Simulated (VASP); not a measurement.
# SnO2 (Cassiterite) (P4_2/mnm) in VASP: notebook

The runs below take SnO2 (Cassiterite) through single point, with PBE, r2SCAN.

Everything below comes from runs of VASP 6.6.1. Logs are shortened: lines on timing, memory, paths and dates and some standing lists are left out, and cuts for length are marked.

### 1 The cell of the first run

The structure is tetragonal, space group P4_2/mnm (No. 136). Conventional cell: a = 4.827 Å, b = 4.827 Å, c = 3.238 Å, α = 90.00°, β = 90.00°, γ = 90.00°. Within 2.8 Å of Sn (site symmetry mmm) lie 6 O at 2.09 Å. Within 2.8 Å of O (site symmetry m2m) lie 3 Sn at 2.09 Å and 1 O at 2.64 Å.

### 2 Single point, PBE

INCAR reads:

```
PREC = Accurate ; ENCUT = 520
EDIFF = 1E-6 ; ISMEAR = -1
SIGMA = 0.02 ; LREAL = False
LASPH = True ; NELM = 100
ALGO = Normal ; ISIF = 2
LWAVE = False ; LCHARG = True
GGA = PE ; LELF = True
LVHAR = True ; NBANDS = 35
```

KPOINTS reads:

```
regular mesh
0
Gamma
  6 6 8
```

POSCAR reads:

```
SnO2
1.0
    4.8274115044      0.0000000000      0.0000000000
    0.0000000000      4.8274115044      0.0000000000
    0.0000000000      0.0000000000      3.2379637737
Sn O
2 4
Direct
    0.0000000000      0.0000000000      0.0000000000
    0.5000000000      0.5000000000      0.5000000000
    0.3065966574      0.3065966574      0.0000000000
    0.1934033426      0.8065966574      0.5000000000
    0.6934033426      0.6934033426      0.0000000000
    0.8065966574      0.1934033426      0.5000000000
```

Potentials or basis: VASP PAW PBE potentials, release 64 (Sn_d, O).

On the command line:

```
$ cat potpaw_PBE.64/Sn_d/POTCAR potpaw_PBE.64/O/POTCAR > POTCAR
$ mpirun -np 1 vasp_std > vasp.out
```

OUTCAR:

```text
PREC = Accurate
   ENCUT = 520
   EDIFF = 1E-6
   ISMEAR = -1
   LREAL = False
   LASPH = True
   NELM = 100
   ISIF = 2
   GGA = PE

 ion  position               nearest neighbor table
   1  0.000  0.000  0.000-   4 2.09   6 2.09   4 2.09   6 2.09   5 2.09   3 2.09
   2  0.500  0.500  0.500-   3 2.09   5 2.09   3 2.09   5 2.09   4 2.09   6 2.09
   3  0.307  0.307  0.000-   2 2.09   2 2.09   1 2.09
   4  0.193  0.807  0.500-   1 2.09   1 2.09   2 2.09
   5  0.693  0.693  0.000-   2 2.09   2 2.09   1 2.09
   6  0.807  0.193  0.500-   1 2.09   1 2.09   2 2.09

  LATTYP: Found a simple tetragonal cell.
 ALAT       =     4.8274115044
 C/A-ratio  =     0.6707453406

  Lattice vectors:

 A1 = (   4.8274115044,   0.0000000000,   0.0000000000)
 A2 = (   0.0000000000,   4.8274115044,   0.0000000000)
 A3 = (   0.0000000000,   0.0000000000,   3.2379637737)

Analysis of symmetry for initial positions (statically):
=====================================================================
 Subroutine PRICEL returns:
 Original cell was already a primitive cell.

 Routine SETGRP: Setting up the symmetry group for a
 simple tetragonal supercell.

 Subroutine GETGRP returns: Found 16 space group operations
 (whereof  8 operations were pure point group operations)
 out of a pool of 16 trial point group operations.

The static configuration has the point symmetry D_2h.
 The point group associated with its full space group is D_4h.

Analysis of symmetry for dynamics (positions and initial velocities):
=====================================================================
 Subroutine PRICEL returns:
 Original cell was already a primitive cell.

 Routine SETGRP: Setting up the symmetry group for a
 simple tetragonal supercell.

 Subroutine GETGRP returns: Found 16 space group operations
 (whereof  8 operations were pure point group operations)
 out of a pool of 16 trial point group operations.

The dynamic configuration has the point symmetry D_2h.
 The point group associated with its full space group is D_4h.

 Subroutine INISYM returns: Found 16 space group operations
 (whereof  8 operations are pure point group operations),
 and found     1 'primitive' translations

----------------------------------------------------------------------------------------

                                     Primitive cell

  volume of cell :      75.4572

  direct lattice vectors                    reciprocal lattice vectors
     4.827411504  0.000000000  0.000000000     0.207150354  0.000000000  0.000000000
     0.000000000  4.827411504  0.000000000     0.000000000  0.207150354  0.000000000
[... 98 lines left out ...]
   NFREE  =      0    steps in history (QN), initial steepest desc. (CG)
   ISIF   =      2    stress and relaxation
   ISYM   =      2    0-nonsym 1-usesym 2-fastsym
   POTIM  = 0.5000    time-step for ionic-motion
   TEBEG  =    0.0;   TEEND  =   0.0 temperature during run
   PSTRESS=    0.0 pullay stress
   NELECT =      52.0000    total number of electrons
   NUPDOWN=      -1.0000    fix difference up-down
   EMIN   =  10.00;   EMAX   =-10.00  energy-range for DOS
   EFERMI =   0.00;   METHOD = LEGACY
   ISMEAR =    -1;   SIGMA  =   0.02  broadening in eV -4-tet -1-fermi 0-gaus
   EFERMI_NEDOS =   21; number of points for ismear=-14 and -15
   IALGO  =     38    algorithm
   IMIX   =      4    mixing-type and parameters
     AMIX     =   0.40;   BMIX     =  1.00
     AMIX_MAG =   1.60;   BMIX_MAG =  1.00
  volume/ion in A,a.u.               =      12.58        84.87
  Fermi-wavevector in a.u.,A,eV,Ry     =   1.446025  2.732591 28.449614  2.090988
  Thomas-Fermi vector in A             =   2.564140
   LORBIT       =      0    0 simple, 1 ext, 2 COOP (PROOUT), +10 PAW based schemes
   GGA     = PE    functional components
   LHFCALC =     F    Hartree Fock is set to
   AEXX    =    0.0000 exact exchange contribution
   IVDW    =     0    specifies the selected vdW correction
   LEPSILON=     F    determine dielectric tensor
   LRPA    =     F    only Hartree local field effects (RPA)
 non-spin polarized calculation
  energy-cutoff  :      520.00
  volume of cell :       75.46
 maximum number of plane-waves:      2068
 NGX is ok and might be reduce to    36
   NGX = 17   NGY = 17   NGZ = 13

 number of electron      52.0000002 magnetization

 Free energy of the ion-electron system (eV)
  ---------------------------------------------------
  ext. energy  EPLUGINS =         0.00000000
  ---------------------------------------------------
  free energy    TOTEN  =       -37.31094657 eV

  energy without entropy =      -37.31094657  energy(sigma->0) =      -37.31094657

 E-fermi :   5.8693     XC(G=0): -10.9762

 val. band max:        5.5319254270   @ k =   0.0000   0.0000   0.0000
 cond. band min:       6.2022316983   @ k =   0.0000   0.0000   0.0000
 fundamental gap:      0.6703062713
 Fermi energy:         5.8693463532

 k-point     1 :       0.0000    0.0000    0.0000
  band No.  band energies     occupation
      1     -15.5035      2.00000
      2     -14.8393      2.00000
      3     -14.6457      2.00000
      4     -14.6185      2.00000
      5     -14.6185      2.00000
      6     -14.5527      2.00000
[... 901 lines left out ...]
     34      17.5189      0.00000
     35      17.8012      0.00000

 [... further k-points ...]

------------------------ aborting loop because EDIFF is reached ----------------------------------------

  FORCE on cell =-STRESS in cart. coord.  units (eV):
  Direction    XX          YY          ZZ          XY          YZ          ZX
  --------------------------------------------------------------------------------------
  -------------------------------------------------------------------------------------
  Total        0.2467853      0.2467853      0.3920192      0.0000000      0.0000000      0.0000000
  in kB        5.2399753      5.2399753      8.3237170      0.0000000      0.0000000      0.0000000
  external PRESSURE =       6.2678892 kB  Pullay stress =       0.0000000 kB

 VOLUME and BASIS-vectors are now :
 -----------------------------------------------------------------------------
  energy-cutoff  :      520.00
  volume of cell :       75.46
      direct lattice vectors                 reciprocal lattice vectors
     4.827411504  0.000000000  0.000000000     0.207150354  0.000000000  0.000000000
     0.000000000  4.827411504  0.000000000     0.000000000  0.207150354  0.000000000
     0.000000000  0.000000000  3.237963774     0.000000000  0.000000000  0.308836068

 POSITION                                       TOTAL-FORCE (eV/Angst)
 -----------------------------------------------------------------------------------
      0.00000      0.00000      0.00000         0.000000     -0.000000      0.000000
      2.41371      2.41371      1.61898         0.000000     -0.000000      0.000000
      1.48007      1.48007      0.00000        -0.013783     -0.013783     -0.000000
      0.93364      3.89377      1.61898         0.013783     -0.013783      0.000000
      3.34734      3.34734      0.00000         0.013783      0.013783      0.000000
      3.89377      0.93364      1.61898        -0.013783      0.013783      0.000000
 -----------------------------------------------------------------------------------
    total drift:                               -0.000000      0.000000      0.000000

  FREE ENERGIE OF THE ION-ELECTRON SYSTEM (eV)
  ---------------------------------------------------
  free  energy   TOTEN  =       -37.3109465739 eV

  energy  without entropy=      -37.3109465736  energy(sigma->0) =      -37.31094657
```

It took 1.9 min on 1 thread of Intel Xeon Platinum 8259CL at 2.50GHz (Skylake/Cascade Lake), shared host; peak memory 0.24 GiB.

Results:

```
Free energy            : -37.3109 eV
Pressure               : 0.6 GPa
Largest force          : 0.019 eV/Å
Band gap on the k mesh : 0.67 eV, direct
```

Forces in eV/Å, atoms in the order of the input:
```
Sn   0.000  0.000  0.000
Sn   0.000  0.000  0.000
O   -0.014 -0.014  0.000
O    0.014 -0.014  0.000
O    0.014  0.014  0.000
O   -0.014  0.014  0.000
```

Stress tensor (GPa, compression positive):
```
0.52 0.00 0.00
0.00 0.52 0.00
0.00 0.00 0.83
```

Caveat: spin-orbit coupling is left out, which moves the levels of the heavy elements.

### 3 Single point, r2SCAN

This run uses another cell than the first one, of 12.08 Å³/atom, 0.960 times its volume.

POSCAR reads:

```
SnO2
1.0
    4.7586162597      0.0000000000      0.0000000000
    0.0000000000      4.7586162597      0.0000000000
    0.0000000000      0.0000000000      3.2001507980
Sn O
2 4
Direct
    0.0000000000      0.0000000000      0.0000000000
    0.5000000000      0.5000000000      0.5000000000
    0.3059062664      0.3059062664      0.0000000000
    0.1940937336      0.8059062664      0.5000000000
    0.6940937336      0.6940937336      0.0000000000
    0.8059062664      0.1940937336      0.5000000000
```

INCAR.step1 reads:

```
SYSTEM = SnO2
PREC = Accurate ; ENCUT = 520
ISMEAR = -1 ; SIGMA = 0.02
LREAL = .FALSE. ; LASPH = .TRUE.
NELM = 100 ; NBANDS = 35
GGA = PE ; ALGO = Normal
EDIFF = 1E-4 ; LWAVE = .TRUE.
LCHARG = .FALSE.
```

INCAR.step2 reads:

```
SYSTEM = SnO2
PREC = Accurate ; ENCUT = 520
EDIFF = 1E-6 ; ISMEAR = -1
SIGMA = 0.02 ; LREAL = .FALSE.
LASPH = .TRUE. ; NELM = 100
ALGO = Normal ; ISIF = 2
LWAVE = .FALSE. ; LCHARG = .FALSE.
METAGGA = R2SCAN ; LMIXTAU = .TRUE.
NBANDS = 35 ; ISTART = 1
```

KPOINTS reads:

```
Automatic mesh
0
G
  6 6 8
  0 0 0
```

Potentials or basis: VASP PAW PBE potentials, release 64 (Sn_d, O).

On the command line:

```
$ cat potpaw_PBE.64/Sn_d/POTCAR potpaw_PBE.64/O/POTCAR > POTCAR
$ cp INCAR.step1 INCAR
$ mpirun -np 1 vasp_std > vasp.out
$ cp INCAR.step2 INCAR
$ mpirun -np 1 vasp_std > vasp.out
```

Wall time 5 min (1 thread of Intel Xeon Platinum 8259CL at 2.50GHz (Skylake/Cascade Lake), shared host); peak memory 0.24 GiB.

The run converged. Its results:

* Free energy: -84.6291 eV
* Pressure: 1.3 GPa
* Largest force: 0.030 eV/Å
* Band gap on the k mesh: 1.80 eV, direct

Forces on the atoms (eV/Å):
```
Sn   0.000  0.000  0.000
Sn   0.000  0.000  0.000
O   -0.021 -0.021  0.000
O    0.021 -0.021  0.000
O    0.021  0.021  0.000
O   -0.021  0.021  0.000
```

Stress tensor (GPa, compression positive):
```
1.08 0.00 0.00
0.00 1.08 0.00
0.00 0.00 1.61
```

Levels at points of the mesh, in eV from the valence-band top:
```csv
k point,band 22,band 23,band 24,band 25,band 26,band 27,band 28,band 29,band 30,band 31
"(0.00, 0.00, 0.00)",-1.22,-1.22,-0.78,-0.78,0.00,1.80,6.82,7.05,7.05,11.11
"(0.50, 0.00, 0.00)",-1.97,-1.17,-1.17,-0.62,-0.62,5.01,5.01,7.81,7.81,11.90
"(0.50, 0.50, 0.00)",-1.96,-1.30,-1.30,-0.92,-0.92,5.45,5.45,8.22,8.22,11.93
"(0.00, 0.00, 0.50)",-2.59,-1.67,-1.67,-1.27,-1.27,6.88,6.88,10.53,10.53,11.56
"(0.50, 0.00, 0.50)",-1.73,-1.11,-1.11,-0.69,-0.69,7.16,7.16,8.86,8.86,11.94
"(0.50, 0.50, 0.50)",-2.35,-0.96,-0.96,-0.85,-0.85,5.53,5.53,9.65,9.65,11.92
```

Caveat: the PAW data sets were made with another functional, which shifts forces and pressure a little; spin-orbit coupling is left out, which moves the levels of the heavy elements. r2SCAN opens gaps a little over a GGA but as a rule still falls short of measured ones.

### 4 Single point, r2SCAN

This run uses another cell than the first one, of 11.35 Å³/atom, 0.903 times its volume.

POSCAR reads:

```
SnO2
1.0
    4.6614743800      0.0000000000      0.0000000000
    0.0000000000      4.6614743800      0.0000000000
    0.0000000000      0.0000000000      3.1348232700
Sn O
2 4
Direct
    0.0000000000      0.0000000000      0.0000000000
    0.5000000000      0.5000000000      0.5000000000
    0.3046307906      0.3046307906      0.0000000000
    0.1953692094      0.8046307906      0.5000000000
    0.6953692094      0.6953692094      0.0000000000
    0.8046307906      0.1953692094      0.5000000000
```

INCAR.step1 reads:

```
PREC = Accurate
ENCUT = 520
ISMEAR = -1
SIGMA = 0.02
LREAL = F
LASPH = T
NELM = 80
NBANDS = 35
GGA = PE
ALGO = Normal
EDIFF = 1E-4
LWAVE = T
LCHARG = F
```

INCAR.step2 reads:

```
PREC = Accurate
ENCUT = 520
EDIFF = 1E-7
ISMEAR = -1
SIGMA = 0.02
LREAL = F
LASPH = T
NELM = 80
ALGO = Normal
ISIF = 2
LWAVE = F
LCHARG = F
METAGGA = R2SCAN
LMIXTAU = T
NBANDS = 35
ISTART = 1
```

KPOINTS reads:

```
Automatic mesh
0
Gamma
  6 6 10
```

On the command line:

```
$ cat potpaw_PBE.64/Sn_d/POTCAR potpaw_PBE.64/O/POTCAR > POTCAR
$ cp INCAR.step1 INCAR
$ mpirun -np 1 vasp_std > vasp.out
$ cp INCAR.step2 INCAR
$ mpirun -np 1 vasp_std > vasp.out
```

It took 6.9 min on 1 thread of Intel Xeon Platinum 8259CL at 2.50GHz (Skylake/Cascade Lake), shared host; peak memory 0.25 GiB.

The run converged. Its results:

| Property | Result |
| --- | --- |
| Free energy | -84.3885 eV |
| Pressure | 16.8 GPa |
| Largest force | 0.026 eV/Å |
| Band gap on the k mesh | 2.55 eV, direct |

Forces in eV/Å, atoms in the order of the input:
```
Sn   0.000  0.000  0.000
Sn   0.000  0.000  0.000
O   -0.018 -0.018  0.000
O    0.018 -0.018  0.000
O    0.018  0.018  0.000
O   -0.018  0.018  0.000
```

Stress tensor (GPa, compression positive):
```
15.47  0.00  0.00
 0.00 15.47  0.00
 0.00  0.00 19.51
```

Levels at points of the mesh, in eV from the valence-band top:
```tsv
k point	band 22	band 23	band 24	band 25	band 26	band 27	band 28	band 29	band 30	band 31
(0.00, 0.00, 0.00)	-1.19	-1.19	-0.84	-0.84	0.00	2.55	7.42	7.42	7.47	11.39
(0.50, 0.00, 0.00)	-2.08	-1.15	-1.15	-0.66	-0.66	5.74	5.74	8.22	8.22	12.65
(0.50, 0.50, 0.00)	-2.13	-1.28	-1.28	-0.99	-0.99	6.24	6.24	8.74	8.74	12.62
(0.00, 0.00, 0.50)	-2.68	-1.84	-1.84	-1.36	-1.36	7.66	7.66	11.00	11.00	12.07
(0.50, 0.00, 0.50)	-1.82	-1.23	-1.23	-0.63	-0.63	7.96	7.96	9.41	9.41	12.56
(0.50, 0.50, 0.50)	-2.30	-1.01	-1.01	-0.93	-0.93	6.16	6.16	10.01	10.01	12.55
```

Caveat: the PAW data sets were made with another functional, which shifts forces and pressure a little; spin-orbit coupling is left out, which moves the levels of the heavy elements. r2SCAN opens gaps a little over a GGA but as a rule still falls short of measured ones.

### 5 Single point, r2SCAN

This run uses another cell than the first one, of 11.59 Å³/atom, 0.922 times its volume.

POSCAR reads:

```
SnO2
1.0
    4.6943027500      0.0000000000      0.0000000000
    0.0000000000      4.6943027500      0.0000000000
    0.0000000000      0.0000000000      3.1569002200
Sn O
2 4
Direct
    0.0000000000      0.0000000000      0.0000000000
    0.5000000000      0.5000000000      0.5000000000
    0.3050323143      0.3050323143      0.0000000000
    0.1949676857      0.8050323143      0.5000000000
    0.6949676857      0.6949676857      0.0000000000
    0.8050323143      0.1949676857      0.5000000000
```

INCAR.step1 reads:

```
SYSTEM = SnO2
PREC = Accurate
ENCUT = 520
ISMEAR = -1
SIGMA = 0.02
LREAL = .False.
LASPH = .True.
NELM = 80
NBANDS = 35
GGA = PE
ALGO = Normal
EDIFF = 1E-4
LWAVE = .True.
LCHARG = .False.
```

INCAR.step2 reads:

```
SYSTEM = SnO2
PREC = Accurate
ENCUT = 520
EDIFF = 1E-6
ISMEAR = -1
SIGMA = 0.02
LREAL = .False.
LASPH = .True.
NELM = 80
ALGO = Normal
ISIF = 2
LWAVE = .False.
LCHARG = .False.
METAGGA = R2SCAN
LMIXTAU = .True.
NBANDS = 35
ISTART = 1
```

KPOINTS reads:

```
regular mesh
0
Gamma
  6 6 10
  0 0 0
```

On the command line:

```
$ cat potpaw_PBE.64/Sn_d/POTCAR potpaw_PBE.64/O/POTCAR > POTCAR
$ cp INCAR.step1 INCAR
$ mpirun -np 1 vasp_std > vasp.out
$ cp INCAR.step2 INCAR
$ mpirun -np 1 vasp_std > vasp.out
```

Run time: 5.8 min. Hardware: 1 thread of Intel Xeon Platinum 8259CL at 2.50GHz (Skylake/Cascade Lake), shared host; peak memory 0.26 GiB.

It converged, with:

| Item | Value |
| --- | --- |
| Free energy | -84.5165 eV |
| Pressure | 11.0 GPa |
| Largest force | 0.027 eV/Å |
| Band gap on the k mesh | 2.29 eV, direct |

Forces in eV/Å, atoms in the order of the input:
```
Sn   0.000  0.000  0.000
Sn   0.000  0.000  0.000
O   -0.019 -0.019  0.000
O    0.019 -0.019  0.000
O    0.019  0.019  0.000
O   -0.019  0.019  0.000
```

Stress tensor (GPa, compression positive):
```
10.07  0.00  0.00
 0.00 10.07  0.00
 0.00  0.00 12.89
```

Levels at points of the mesh, in eV from the valence-band top:
```tsv
k point	band 23	band 24	band 25	band 26	band 27	band 28	band 29	band 30
(0.00, 0.00, 0.00)	-1.20	-0.82	-0.82	0.00	2.29	7.25	7.29	7.29
(0.50, 0.00, 0.00)	-1.16	-1.16	-0.64	-0.64	5.49	5.49	8.08	8.08
(0.50, 0.50, 0.00)	-1.28	-1.28	-0.97	-0.97	5.97	5.97	8.56	8.56
(0.00, 0.00, 0.50)	-1.78	-1.78	-1.33	-1.33	7.39	7.39	10.84	10.84
(0.50, 0.00, 0.50)	-1.19	-1.19	-0.65	-0.65	7.68	7.68	9.22	9.22
(0.50, 0.50, 0.50)	-0.99	-0.99	-0.91	-0.91	5.94	5.94	9.89	9.89
```

Caveat: the PAW data sets were made with another functional, which shifts forces and pressure a little; spin-orbit coupling is left out, which moves the levels of the heavy elements. r2SCAN opens gaps a little over a GGA but as a rule still falls short of measured ones.

### 6 The runs side by side

| level | cell | k mesh | gap on the mesh (eV) | pressure (GPa) | largest force (eV/Å) |
| --- | --- | --- | --- | --- | --- |
| PBE | a = 4.827, b = 4.827, c = 3.238 Å, 6 atoms | 6 × 6 × 8 | 0.67 | 0.6 | 0.02 |
| r2SCAN | a = 4.759, b = 4.759, c = 3.200 Å, 6 atoms | 6 × 6 × 8 | 1.80 | 1.3 | 0.03 |
| r2SCAN | a = 4.661, b = 4.661, c = 3.135 Å, 6 atoms | 6 × 6 × 10 | 2.55 | 16.8 | 0.03 |
| r2SCAN | a = 4.694, b = 4.694, c = 3.157 Å, 6 atoms | 6 × 6 × 10 | 2.29 | 11.0 | 0.03 |

Alike in all rows: task single point; potentials or basis VASP PAW PBE potentials, release 64 (Sn_d, O); no spin polarisation; cutoff (eV) 520; smearing fermi-dirac 0.02 eV.

Caveats: spin-orbit coupling is left out, which moves the levels of the heavy elements; the PAW data sets were made with another functional, which shifts forces and pressure a little (some runs).

Total energies depend on the potentials used, so only differences within one code and one set of settings carry meaning.
